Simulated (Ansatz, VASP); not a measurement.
SrCl2: VASP beside Ansatz

POSCAR

```
SrCl2
1.0
    0.0000000000      3.4621287313      3.4621287313
    3.4621287313      0.0000000000      3.4621287313
    3.4621287313      3.4621287313      0.0000000000
Sr Cl
1 2
Direct
    0.0000000000      0.0000000000      0.0000000000
    0.2500000000      0.2500000000      0.2500000000
    0.7500000000      0.7500000000      0.7500000000
```

The input INCAR.step1:

```
SYSTEM = SrCl2
PREC = Accurate
ENCUT = 520
ISMEAR = 0
SIGMA = 0.02
LREAL = .FALSE.
LASPH = .TRUE.
NELM = 60
NBANDS = 19
GGA = PE
ALGO = Normal
EDIFF = 1E-4
LWAVE = .TRUE.
LCHARG = .FALSE.
```

Contents of INCAR.step2:

```
SYSTEM = SrCl2
PREC = Accurate
ENCUT = 520
EDIFF = 1E-6
ISMEAR = 0
SIGMA = 0.02
LREAL = .FALSE.
LASPH = .TRUE.
NELM = 60
ALGO = Normal
ISIF = 2
LWAVE = .FALSE.
LCHARG = .FALSE.
METAGGA = R2SCAN
LMIXTAU = .TRUE.
NBANDS = 19
ISTART = 1
```

File KPOINTS:

```
regular mesh
0
G
  6 6 6
  0 0 0
```

Input for Ansatz:

```yaml
crystal:
  lattice:
    - [0.0, 3.4621287313, 3.4621287313]
    - [3.4621287313, 0.0, 3.4621287313]
    - [3.4621287313, 3.4621287313, 0.0]
  atoms:
    - { symbol: Sr, position: [0.0, 0.0, 0.0] }
    - { symbol: Cl, position: [0.25, 0.25, 0.25] }
    - { symbol: Cl, position: [0.75, 0.75, 0.75] }
basis:
  ecutwfc: 500
kpoints:
  mp_grid: { grid: [6, 6, 6] }
hamiltonian:
  xc: r2scan
scf:
  occupations: { method: gaussian, width: 0.02 }
output:
  forces: true
  stress: true
  eigenvalues: true
```

Alike in both runs: task single point; functional r2SCAN; k mesh 6 × 6 × 6; occupations gaussian, width 0.02 eV; no spin polarisation.

|  | VASP | Ansatz |
| --- | --- | --- |
| version | VASP 6.6.1 | Ansatz 0.2.0 |
| potentials or method | VASP PAW PBE potentials, release 64 (Sr_sv, Cl), cutoff 520 eV | scalar-relativistic, plane waves, PAW |
| valence electrons in the cell | 24 | 24 |

```tsv
	VASP	Ansatz	Ansatz less VASP
gap on the k mesh at the Fermi level (eV)	5.98	5.98	-0.001
least direct gap on the mesh (eV)	5.98	5.98	-0.001
pressure (GPa)	1.3	1.2	-0.06
```

VASP's potentials were made for PBE, not for r2SCAN.
